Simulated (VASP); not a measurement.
Write the native input for VASP 6.6.1 that does the following.

```yaml
Task: relaxation of cell and atoms
Functional: PBEsol
Potentials_or_basis: VASP PAW PBE potentials, release 64 (Na_pv)
Cutoff: 600 eV
k_mesh: 14 × 14 × 14
Occupations: gaussian, width 0.1 eV
Spin: no spin polarisation
Dipole_correction: no
Further_INCAR_settings: ALGO = Normal; EDIFF = 1e-06; IBRION = 2; EDIFFG = -0.005; NSW = 100; ISIF = 3
```

The structure of Na lies in POSCAR:

```
Na
1.0
   -2.1410000000      2.1410000000      2.1410000000
    2.1410000000     -2.1410000000      2.1410000000
    2.1410000000      2.1410000000     -2.1410000000
Na
1
Direct
    0.0000000000      0.0000000000      0.0000000000
```

These files were run (other wordings do the same):

INCAR

```
SYSTEM = Na
PREC = Accurate
ENCUT = 600
EDIFF = 1E-6
ISMEAR = 0
SIGMA = 0.1
LREAL = .False.
LASPH = .True.
NELM = 60
ALGO = Normal
ISIF = 3
LWAVE = .False.
LCHARG = .False.
GGA = PS
IBRION = 2
NSW = 100
EDIFFG = -0.005
```

KPOINTS

```
Automatic mesh
0
Gamma
  14 14 14
  0 0 0
```

Potentials or basis: VASP PAW PBE potentials, release 64 (Na_pv).

Command:

```sh
$ cat potpaw_PBE.64/Na_pv/POTCAR > POTCAR
$ mpirun -np 1 vasp_std > vasp.out
```

It gave:

```yaml
Relaxed_volume: 36.19 Å³/atom
Relaxed_cell: a = 3.609 Å, b = 3.609 Å, c = 3.609 Å, α = 109.47°, β = 109.47°, γ = 109.47°
Space_group_after_relaxing_to_0.05_Å: Im-3m (No. 229)
Energy_gained_by_relaxing: 5.5 meV/atom
Ionic_steps: 5
Pressure_after_relaxing: 0.0 GPa
```

Caveat: the PAW data sets were made with another functional, which shifts forces and pressure a little.

Wall time 84 s on 1 thread of Intel(R) Xeon(R) Platinum 8259CL CPU @ 2.50GHz (Skylake/Cascade Lake), on a shared host, peak memory 0.17 GiB.
